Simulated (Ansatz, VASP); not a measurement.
## One calculation of Ba, two programs

Contents of INCAR:

```
PREC = Accurate ; ENCUT = 520
EDIFF = 1E-6 ; ISMEAR = -1
SIGMA = 0.1 ; LREAL = False
LASPH = True ; NELM = 100
ALGO = Normal ; ISIF = 2
LWAVE = False ; LCHARG = False
GGA = RP ; NBANDS = 22
```

Contents of KPOINTS:

```
Automatic mesh
0
Gamma
  6 6 8
```

The input POSCAR:

```
Ba
1.0
    7.5964677910      0.0000000000      0.0000000000
   -3.7982338955      6.5787340860      0.0000000000
    0.0000000000      0.0000000000      4.5130628882
Ba
3
Direct
    1.0000000000      0.0000000000      1.0000000000
    0.3333333333      0.6666666667      0.5000000000
    0.6666666667      0.3333333333      0.5000000000
```

Input for Ansatz:

```yaml
crystal:
  lattice:
    - [7.596467791, 0.0, 0.0]
    - [-3.7982338955, 6.578734086, 0.0]
    - [0.0, 0.0, 4.5130628882]
  atoms:
    - { symbol: Ba, position: [1.0, 0.0, 1.0] }
    - { symbol: Ba, position: [0.3333333333, 0.6666666667, 0.5] }
    - { symbol: Ba, position: [0.6666666667, 0.3333333333, 0.5] }
hamiltonian:
  xc: rpbe
  pseudopotentials:
    kind: paw
    azcp:
      Ba: "pseudopotentials/Ba.paw.azcp"
basis:
  ecutwfc: 420
  fft_grid_basis: typed
kpoints:
  mp_grid: { grid: [6, 6, 8], shift: [0, 0, 0] }
magnetization:
  spin_polarized: false
scf:
  occupations: { method: fermi_dirac, width: 0.1 }
  lower_state_search: "off"
output:
  stress: true
  write_density: true
  write_potential: true
  elf: true
  volumetric_format: npy
```

Alike in both runs: task single point; functional RPBE; k mesh 6 × 6 × 8; occupations fermi-dirac, width 0.1 eV; no spin polarisation.

|  | VASP | Ansatz |
| --- | --- | --- |
| version | VASP 6.6.1 | Ansatz 0.2.0 |
| potentials or method | VASP PAW PBE potentials, release 64 (Ba_sv), cutoff 520 eV | plane waves (420 eV) with PAW, scalar-relativistic |
| valence electrons in the cell | 30 | 30 |

|  | VASP | Ansatz | Ansatz less VASP |
| --- | --- | --- | --- |
| pressure (GPa) | -0.5 | -0.5 | -0.02 |

VASP's potentials were made for PBE, not for RPBE.

Spin-orbit coupling is off throughout.
